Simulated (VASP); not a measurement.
# MnS (F-43m) in VASP: notebook

The runs below take MnS through single point, with PBEsol.

Everything below comes from runs of VASP 6.6.1. Logs are shortened: lines on timing, memory, paths and dates and some standing lists are left out, and cuts for length are marked.

### 1 The cell of the first run

The structure is cubic, space group F-43m (No. 216). The conventional cell has a = 5.142 Å, b = 5.142 Å, c = 5.142 Å, α = 90.00°, β = 90.00°, γ = 90.00°. Within 2.9 Å of Mn (site symmetry -43m) lie 4 S at 2.23 Å. Within 2.9 Å of S (site symmetry -43m) lie 4 Mn at 2.23 Å.

### 2 Single point, PBEsol, collinear spin, ferromagnetic start (17.00 Å³/atom)

File INCAR:

```
SYSTEM = MnS
PREC = Accurate
ENCUT = 520
EDIFF = 1E-7
ISMEAR = 0
SIGMA = 0.15
LREAL = .False.
LASPH = .True.
NELM = 150
ALGO = Normal
ISIF = 2
LWAVE = .False.
LCHARG = .False.
ISPIN = 2
MAGMOM = 0.438 0
LORBIT = 11
NUPDOWN = 0.4375
LMAXMIX = 4
GGA = PS
NBANDS = 20
```

File KPOINTS:

```
regular mesh
0
Gamma
  16 16 16
  0 0 0
```

File POSCAR:

```
MnS
1.0
    0.0000000000      2.5711303299      2.5711303299
    2.5711303299      0.0000000000      2.5711303299
    2.5711303299      2.5711303299      0.0000000000
Mn S
1 1
Direct
    0.0000000000      0.0000000000      0.0000000000
    0.7500000000      0.7500000000      0.7500000000
```

Potentials or basis: VASP PAW PBE potentials, release 64 (Mn_pv, S).

The run is started by

```console
$ cat potpaw_PBE.64/Mn_pv/POTCAR potpaw_PBE.64/S/POTCAR > POTCAR
$ mpirun -np 1 vasp_std > vasp.out
```

OUTCAR:

```text
SYSTEM = MnS
   PREC = Accurate
   ENCUT = 520
   EDIFF = 1E-7
   ISMEAR = 0
   LREAL = .False.
   LASPH = .True.
   NELM = 150
   ISIF = 2
   ISPIN = 2
   LORBIT = 11
   NUPDOWN = 0.4375
   GGA = PS

 ion  position               nearest neighbor table
   1  0.000  0.000  0.000-   2 2.23   2 2.23   2 2.23   2 2.23
   2  0.750  0.750  0.750-   1 2.23   1 2.23   1 2.23   1 2.23

  LATTYP: Found a face centered cubic cell.
 ALAT       =     5.1422606598

  Lattice vectors:

 A1 = (   0.0000000000,   2.5711303299,   2.5711303299)
 A2 = (   2.5711303299,   0.0000000000,   2.5711303299)
 A3 = (   2.5711303299,   2.5711303299,   0.0000000000)

Analysis of symmetry for initial positions (statically):
=====================================================================
 Subroutine PRICEL returns:
 Original cell was already a primitive cell.

 Routine SETGRP: Setting up the symmetry group for a
 face centered cubic supercell.

 Subroutine GETGRP returns: Found 24 space group operations
 (whereof 24 operations were pure point group operations)
 out of a pool of 48 trial point group operations.

The static configuration has the point symmetry T_d .

Analysis of symmetry for dynamics (positions and initial velocities):
=====================================================================
 Subroutine PRICEL returns:
 Original cell was already a primitive cell.

 Routine SETGRP: Setting up the symmetry group for a
 face centered cubic supercell.

 Subroutine GETGRP returns: Found 24 space group operations
 (whereof 24 operations were pure point group operations)
 out of a pool of 48 trial point group operations.

The dynamic configuration has the point symmetry T_d .

Analysis of structural, dynamic, and magnetic symmetry:
=====================================================================
 Subroutine PRICEL returns:
 Original cell was already a primitive cell.

 Routine SETGRP: Setting up the symmetry group for a
 face centered cubic supercell.

 Subroutine GETGRP returns: Found 24 space group operations
 (whereof 24 operations were pure point group operations)
 out of a pool of 48 trial point group operations.

The overall configuration has the point symmetry T_d .

 Subroutine INISYM returns: Found 24 space group operations
 (whereof 24 operations are pure point group operations),
 and found     1 'primitive' translations

----------------------------------------------------------------------------------------

                                     Primitive cell

  volume of cell :      33.9940

  direct lattice vectors                    reciprocal lattice vectors
     0.000000000  2.571130330  2.571130330    -0.194466999  0.194466999  0.194466999
     2.571130330  0.000000000  2.571130330     0.194466999 -0.194466999  0.194466999
     2.571130330  2.571130330  0.000000000     0.194466999  0.194466999 -0.194466999

  length of vectors
     3.636127383  3.636127383  3.636127383     0.336826723  0.336826723  0.336826723

  position of ions in fractional coordinates (direct lattice)
     0.000000000  0.000000000  0.000000000
     0.750000000  0.750000000  0.750000000

  ion indices of the primitive-cell ions
   primitive index   ion index
                 1           1
                 2           2

----------------------------------------------------------------------------------------

 KPOINTS: regular mesh

Automatic generation of k-mesh.
 Grid dimensions read from file:
 generate k-points for:   16   16   16

 Generating k-lattice:

  Cartesian coordinates                     Fractional coordinates (reciprocal lattice)
    -0.012154187  0.012154187  0.012154187     0.062500000  0.000000000  0.000000000
     0.012154187 -0.012154187  0.012154187     0.000000000  0.062500000  0.000000000
     0.012154187  0.012154187 -0.012154187     0.000000000  0.000000000  0.062500000

  Length of vectors
     0.021051670  0.021051670  0.021051670

  Shift w.r.t. Gamma in fractional coordinates (k-lattice)
     0.000000000  0.000000000  0.000000000

 Subroutine IBZKPT returns following result:
 ===========================================

 Found    145 irreducible k-points:

 Following reciprocal coordinates:
            Coordinates               Weight
  0.000000  0.000000  0.000000      1.000000
  0.062500  0.000000  0.000000      8.000000
  0.125000  0.000000  0.000000      8.000000
  0.187500  0.000000  0.000000      8.000000
  0.250000  0.000000  0.000000      8.000000
  0.312500  0.000000  0.000000      8.000000
[... 16 lines left out ...]
 -0.125000  0.062500  0.000000     24.000000
 -0.062500  0.062500  0.000000     12.000000
 [... further k-points ...]
   k-points           NKPTS =    145   k-points in BZ     NKDIM =    145   number of bands    NBANDS=     20
   number of dos      NEDOS =    301   number of ions     NIONS =      2
   total plane-waves  NPLWV =  21952
   dimension x,y,z NGX =    28 NGY =   28 NGZ =   28
   dimension x,y,z NGXF=    56 NGYF=   56 NGZF=   56
   ions per type =               1   1
   NGX,Y,Z   is equivalent  to a cutoff of  12.80, 12.80, 12.80 a.u.
   NGXF,Y,Z  is equivalent  to a cutoff of  25.60, 25.60, 25.60 a.u.
 SYSTEM =  MnS
   PREC   = accura    normal or accurate (medium, high low for compatibility)
   ISTART =      0    job   : 0-new  1-cont  2-samecut
   ICHARG =      2    charge: 1-file 2-atom 10-const
   ISPIN  =      2    spin polarized calculation?
   LNONCOLLINEAR =      F non collinear calculations
   LSORBIT =      F    spin-orbit coupling
   LASPH  =      T    aspherical Exc in radial PAW
   ENCUT  =  520.0 eV  38.22 Ry    6.18 a.u.   6.76  6.76  6.76*2*pi/ulx,y,z
   NELM   =    150;   NELMIN=  2; NELMDL= -5     # of ELM steps
   EDIFF  = 0.1E-06   stopping-criterion for ELM
   LREAL  =      F    real-space projection
   EDIFFG = 0.1E-05   stopping-criterion for IOM
   NSW    =      0    number of steps for IOM
   IBRION =     -1    ionic relax: 0-MD 1-quasi-New 2-CG
   NFREE  =      0    steps in history (QN), initial steepest desc. (CG)
   ISIF   =      2    stress and relaxation
   ISYM   =      2    0-nonsym 1-usesym 2-fastsym
   POTIM  = 0.5000    time-step for ionic-motion
   TEBEG  =    0.0;   TEEND  =   0.0 temperature during run
   PSTRESS=    0.0 pullay stress
   NELECT =      19.0000    total number of electrons
   NUPDOWN=       0.4375    fix difference up-down
   EMIN   =  10.00;   EMAX   =-10.00  energy-range for DOS
   EFERMI =   0.00;   METHOD = LEGACY
   ISMEAR =     0;   SIGMA  =   0.15  broadening in eV -4-tet -1-fermi 0-gaus
   EFERMI_NEDOS =   21; number of points for ismear=-14 and -15
   IALGO  =     38    algorithm
   IMIX   =      4    mixing-type and parameters
     AMIX     =   0.40;   BMIX     =  1.00
     AMIX_MAG =   1.60;   BMIX_MAG =  1.00
  volume/ion in A,a.u.               =      17.00       114.70
  Fermi-wavevector in a.u.,A,eV,Ry     =   1.348524  2.548340 24.742417  1.818516
  Thomas-Fermi vector in A             =   2.476186
   LORBIT       =     11    0 simple, 1 ext, 2 COOP (PROOUT), +10 PAW based schemes
   GGA     = PS    functional components
   LHFCALC =     F    Hartree Fock is set to
   AEXX    =    0.0000 exact exchange contribution
   IVDW    =     0    specifies the selected vdW correction
   LEPSILON=     F    determine dielectric tensor
   LRPA    =     F    only Hartree local field effects (RPA)
 spin polarized calculation
 Gauss-broadening in eV      SIGMA  =   0.15
  energy-cutoff  :      520.00
  volume of cell :       33.99
 maximum number of plane-waves:       941
   NGX = 13   NGY = 13   NGZ = 13

 number of electron      18.9999998 magnetization       0.4374996

 Free energy of the ion-electron system (eV)
  ---------------------------------------------------
  ext. energy  EPLUGINS =         0.00000000
  ---------------------------------------------------
  free energy    TOTEN  =       -14.55987455 eV

  energy without entropy =      -14.53023983  energy(sigma->0) =      -14.54505719

 E-fermi :   6.0840     XC(G=0): -10.8480

 val. band max:        6.1036796976   @ k =   0.5000   0.5000   0.0000
 cond. band min:       6.0866308274   @ k =  -0.3125   0.3750   0.0625
 fundamental gap:     -0.0170488702
 Fermi energy:         6.1112484347

 spin component 1

 k-point     1 :       0.0000    0.0000    0.0000
  band No.  band energies     occupation
      1     -41.7692      1.00000
      2     -41.7692      1.00000
      3     -41.7692      1.00000
      4      -8.6460      1.00000
      5       1.6858      1.00000
      6       1.6858      1.00000
[... 12 lines left out ...]
     19      20.7511      0.00000
     20      21.2951      0.00000

 k-point     2 :       0.0625    0.0000    0.0000
  band No.  band energies     occupation
      1     -41.7698      1.00000
      2     -41.7693      1.00000
      3     -41.7693      1.00000
      4      -8.6115      1.00000
      5       1.6075      1.00000
      6       1.6973      1.00000
[... 12 lines left out ...]
     19      20.4465      0.00000
     20      21.7172      0.00000

 k-point     3 :       0.1250    0.0000    0.0000
  band No.  band energies     occupation
      1     -41.7714      1.00000
      2     -41.7696      1.00000
      3     -41.7696      1.00000
      4      -8.5115      1.00000
      5       1.3924      1.00000
      6       1.7293      1.00000
[... 12 lines left out ...]
     19      20.0530      0.00000
     20      22.6638      0.00000

 k-point     4 :       0.1875    0.0000    0.0000
  band No.  band energies     occupation
      1     -41.7738      1.00000
      2     -41.7699      1.00000
      3     -41.7699      1.00000
      4      -8.3559      1.00000
      5       1.0877      1.00000
      6       1.7746      1.00000
[... 429 lines left out ...]
 k-point    23 :      -0.1250    0.0625    0.0000
  band No.  band energies     occupation
      1     -41.7723      1.00000
      2     -41.7701      1.00000
      3     -41.7696      1.00000
      4      -8.4366      1.00000
      5       1.2588      1.00000
      6       1.7286      1.00000
[... 12 lines left out ...]
     19      20.3346      0.00000
     20      22.2886      0.00000

 k-point    24 :      -0.0625    0.0625    0.0000
  band No.  band energies     occupation
      1     -41.7706      1.00000
      2     -41.7696      1.00000
      3     -41.7694      1.00000
      4      -8.5552      1.00000
      5       1.4912      1.00000
      6       1.7053      1.00000
[... 12 lines left out ...]
     19      20.5041      0.00000
     20      21.6132      0.00000

 [... further k-points ...]

 spin component 2

 k-point     1 :       0.0000    0.0000    0.0000
  band No.  band energies     occupation
      1     -41.3365      1.00000
      2     -41.3365      1.00000
      3     -41.3365      1.00000
      4      -8.6412      1.00000
      5       1.7914      1.00000
      6       1.7914      1.00000
[... 12 lines left out ...]
     19      20.7710      0.00000
     20      21.3580      0.00000

 k-point     2 :       0.0625    0.0000    0.0000
  band No.  band energies     occupation
      1     -41.3371      1.00000
      2     -41.3366      1.00000
      3     -41.3366      1.00000
      4      -8.6069      1.00000
      5       1.7092      1.00000
      6       1.8026      1.00000
[... 12 lines left out ...]
     19      20.4787      0.00000
     20      21.7802      0.00000

 k-point     3 :       0.1250    0.0000    0.0000
  band No.  band energies     occupation
      1     -41.3387      1.00000
      2     -41.3368      1.00000
      3     -41.3368      1.00000
      4      -8.5074      1.00000
      5       1.4838      1.00000
      6       1.8338      1.00000
[... 12 lines left out ...]
     19      20.0988      0.00000
     20      22.7258      0.00000

 k-point     4 :       0.1875    0.0000    0.0000
  band No.  band energies     occupation
      1     -41.3412      1.00000
      2     -41.3372      1.00000
      3     -41.3372      1.00000
      4      -8.3527      1.00000
      5       1.1656      1.00000
      6       1.8781      1.00000
[... 429 lines left out ...]
 k-point    23 :      -0.1250    0.0625    0.0000
  band No.  band energies     occupation
      1     -41.3397      1.00000
      2     -41.3374      1.00000
      3     -41.3369      1.00000
      4      -8.4329      1.00000
      5       1.3452      1.00000
      6       1.8288      1.00000
[... 12 lines left out ...]
     19      20.3854      0.00000
     20      22.3519      0.00000

 k-point    24 :      -0.0625    0.0625    0.0000
  band No.  band energies     occupation
      1     -41.3379      1.00000
      2     -41.3369      1.00000
      3     -41.3366      1.00000
      4      -8.5509      1.00000
      5       1.5880      1.00000
      6       1.8080      1.00000
[... 12 lines left out ...]
     19      20.5418      0.00000
     20      21.6790      0.00000

 [... further k-points ...]

------------------------ aborting loop because EDIFF is reached ----------------------------------------

  FORCE on cell =-STRESS in cart. coord.  units (eV):
  Direction    XX          YY          ZZ          XY          YZ          ZX
  --------------------------------------------------------------------------------------
  -------------------------------------------------------------------------------------
  Total       -3.1459499     -3.1459499     -3.1459499     -0.0000000      0.0000000     -0.0000000
  in kB     -148.2723318   -148.2723318   -148.2723318     -0.0000000      0.0000000     -0.0000000
  external PRESSURE =    -148.2723318 kB  Pullay stress =       0.0000000 kB

 VOLUME and BASIS-vectors are now :
 -----------------------------------------------------------------------------
  energy-cutoff  :      520.00
  volume of cell :       33.99
      direct lattice vectors                 reciprocal lattice vectors
     0.000000000  2.571130330  2.571130330    -0.194466999  0.194466999  0.194466999
     2.571130330  0.000000000  2.571130330     0.194466999 -0.194466999  0.194466999
     2.571130330  2.571130330  0.000000000     0.194466999  0.194466999 -0.194466999

 POSITION                                       TOTAL-FORCE (eV/Angst)
 -----------------------------------------------------------------------------------
      0.00000      0.00000      0.00000         0.000000      0.000000      0.000000
      3.85670      3.85670      3.85670        -0.000000     -0.000000     -0.000000
 -----------------------------------------------------------------------------------
    total drift:                               -0.000001     -0.000001     -0.000000

  FREE ENERGIE OF THE ION-ELECTRON SYSTEM (eV)
  ---------------------------------------------------
  free  energy   TOTEN  =       -14.5598745503 eV

  energy  without entropy=      -14.5302398309  energy(sigma->0) =      -14.54505719

 total charge

# of ion       s       p       d       tot
------------------------------------------
    1        0.314   6.257   5.248  11.819
    2        1.311   2.355   0.000   3.666
--------------------------------------------------
tot          1.625   8.612   5.248  15.485

 magnetization (x)

# of ion       s       p       d       tot
------------------------------------------
    1        0.010   0.005   0.416   0.431
    2       -0.001  -0.015   0.000  -0.017
--------------------------------------------------
tot          0.008  -0.010   0.416   0.414
```

Run time: 6.3 min. Hardware: 1 thread of Intel Xeon 8259CL, shared host; peak memory 0.28 GiB.

What came out:

```
Free energy                                           : -14.5599 eV
Pressure                                              : -14.8 GPa
Net moment                                            : 0.44 μB per cell
Site moments                                          : Mn +0.43; S -0.02 μB
Valence electrons inside the program's atomic spheres : Mn 11.82; S 3.67
```

Caveat: the cell stands under tension; the PAW data sets were made with another functional, which shifts forces and pressure a little; the total moment is fixed, so each spin has its own Fermi level and the state may be an excited one; a cell with one magnetic atom can't hold antiferromagnetic order, which such compounds often take.

(Continued in part 2 of 2.)
